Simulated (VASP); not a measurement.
Wanted: the native input for a VASP 6.6.1 run.

| Item | Value |
| --- | --- |
| Task | single point |
| Functional | LDA |
| Potentials or basis | VASP PAW LDA potentials, release 64 (Na_pv, H) |
| Cutoff | 500 eV |
| k mesh | 8 × 8 × 8 |
| Occupations | gaussian, width 0.01 eV |
| Spin | no spin polarisation |
| Dipole correction | no |
| Further INCAR settings | ALGO = Normal; EDIFF = 1e-06; NBANDS = 11 |

The structure of NaH lies in POSCAR:

```
NaH
1.0
    0.0000000000      2.3572644512      2.3572644512
    2.3572644512      0.0000000000      2.3572644512
    2.3572644512      2.3572644512      0.0000000000
Na H
1 1
Direct
    0.0000000000      0.0000000000      0.0000000000
    0.5000000000      0.5000000000      0.5000000000
```

These files were run (other wordings do the same):

INCAR

```
PREC     = Accurate       # precision mode
ENCUT    = 500            # plane-wave cutoff, eV
EDIFF    = 1E-6           # SCF threshold, eV
ISMEAR   = 0              # smearing method
SIGMA    = 0.01           # smearing width, eV
LREAL    = False          # projectors in reciprocal space
LASPH    = True           # aspherical terms in the spheres
NELM     = 120            # most SCF steps
ALGO     = Normal         # electronic algorithm
ISIF     = 2              # what is computed and relaxed
LWAVE    = False          # write WAVECAR
LCHARG   = False          # write CHGCAR
GGA      = CA             # functional
NBANDS   = 11             # bands
GGA_COMPAT= False
```

KPOINTS

```
regular mesh
0
Gamma
  8 8 8
```

Potentials or basis: VASP PAW LDA potentials, release 64 (Na_pv, H).

The run is started by

```bash
$ cat potpaw_LDA.64/Na_pv/POTCAR potpaw_LDA.64/H/POTCAR > POTCAR
$ mpirun -np 1 vasp_std > vasp.out
```

Results of the run:

```yaml
Pressure: -0.5 GPa
Band_gap_on_the_k_mesh: 3.52 eV (least direct gap 4.47 eV)
```

Wall time 7.8 s on 1 thread of Intel Xeon 8259CL, with other jobs on the host, peak memory 0.12 GiB.
